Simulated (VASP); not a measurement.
Crystal: HgTe.

```
Hg Te
1.0
     0.00000    3.04345    3.04345
     3.04345    0.00000    3.04345
     3.04345    3.04345    0.00000
Hg Te
1 1
Cartesian
  0.0000 0.0000 0.0000
  3.0435 3.0435 3.0435
```

Base run:

```yaml
Program: VASP 6.6.1
Functional: PBE
Potentials_or_basis: VASP PAW PBE potentials, release 64 (Hg, Te)
Cutoff: 520 eV
k_mesh: 6 × 6 × 6
Occupations: fermi-dirac, width 0.02 eV
Spin: no spin polarisation
```

Its results: band gap on the k mesh zero (bands 9 and 10 overlap by 2.56 eV); pressure 1.3 GPa.

**Question.** The run is repeated on the same cell with these changes: functional from PBE to HSE06; k mesh from 6 × 6 × 6 to 4 × 4 × 4. What comes out?

**Answer.** Band gap on the k mesh zero (bands 9 and 10 overlap by 2.79 eV); pressure 0.9 GPa.

Several settings changed at once.

Caveats: some runs use coarse meshes; spin-orbit coupling is left out, which moves the levels of the heavy elements; the PAW data sets were made with another functional, which shifts forces and pressure a little (at least some runs).
